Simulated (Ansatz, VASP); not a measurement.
**Two plane-wave programs on SiC**

```
CELL_PARAMETERS angstrom
3.07662 0.00000 0.00000
-1.53831 2.66443 0.00000
0.00000 0.00000 15.09808
ATOMIC_POSITIONS crystal
Si 0.33333 0.66667 0.83299
Si 0.66667 0.33333 0.33299
Si 0.66667 0.33333 0.66650
Si 0.33333 0.66667 0.16650
Si 0.00000 0.00000 0.49973
Si 0.00000 0.00000 0.99973
C 0.00000 0.00000 0.87437
C 0.00000 0.00000 0.37437
C 0.33333 0.66667 0.70800
C 0.66667 0.33333 0.20800
C 0.66667 0.33333 0.54152
C 0.33333 0.66667 0.04152
```

Alike in both runs: task relaxation of cell and atoms; functional PBEsol; k mesh 12 × 12 × 2; occupations gaussian, width 0.02 eV; no spin polarisation.

|  | VASP | Ansatz |
| --- | --- | --- |
| version | VASP 6.6.1 | Ansatz 0.2.0 |
| potentials or method | VASP PAW PBE potentials, release 64 (Si, C), cutoff 600 eV | scalar-relativistic, plane waves, PAW |
| valence electrons in the cell | 48 | 48 |

Ansatz gave:

* gap on the k mesh at the Fermi level, each at its own relaxed structure (eV): 1.92
* relaxed volume (Å³/atom): 10.33
* relaxed cell length with the largest relative difference (Å): 3.079

**Question.** Which values does VASP return?

**Answer.** gap on the k mesh at the Fermi level, each at its own relaxed structure (eV): 1.91; relaxed volume (Å³/atom): 10.34; relaxed cell length with the largest relative difference (Å): 3.080.

VASP's potentials were made for PBE, not for PBEsol.
